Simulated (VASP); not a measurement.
Input of a VASP 6.6.1 run:

File INCAR:

```
SYSTEM = PIr2
PREC = Accurate
ENCUT = 600
EDIFF = 1E-6
ISMEAR = 1
SIGMA = 0.05
LREAL = .FALSE.
LASPH = .TRUE.
NELM = 80
ALGO = Normal
ISIF = 3
LWAVE = .FALSE.
LCHARG = .FALSE.
GGA = CA
IBRION = 2
NSW = 80
EDIFFG = -0.03
```

File KPOINTS:

```
Automatic mesh
0
G
  8 8 8
  0 0 0
```

POSCAR

```
PIr2
1.0
    0.0000000000      2.7675000000      2.7675000000
    2.7675000000      0.0000000000      2.7675000000
    2.7675000000      2.7675000000      0.0000000000
P Ir
1 2
Direct
    0.0000000000      0.0000000000      0.0000000000
    0.2500000000      0.2500000000      0.2500000000
    0.7500000000      0.7500000000      0.7500000000
```

Potentials or basis: VASP PAW LDA potentials, release 64 (P, Ir).

Command:

```bash
$ cat potpaw_LDA.64/P/POTCAR potpaw_LDA.64/Ir/POTCAR > POTCAR
$ mpirun -np 1 vasp_std > vasp.out
```

**Question.** Estimate the relaxed cell.

**Answer.** a = 3.902 Å, b = 3.902 Å, c = 3.902 Å, α = 60.00°, β = 60.00°, γ = 60.00°.

**Question.** What does it give for the band gap on the k mesh?

**Answer.** Zero (an odd number of electrons rules out a gap without spin polarisation).

The path:
```csv
step,energy change (eV),largest force (eV/Å),pressure (GPa),volume (Å³)
1,0.0000,0.0000,-2.88,42.39
2,0.0290,0.0000,9.37,40.85
3,-0.0036,0.0000,-0.03,42.00
```

Caveat: spin-orbit coupling is left out, which moves the levels of the heavy elements. Zero-point motion and thermal expansion aren't in these numbers.
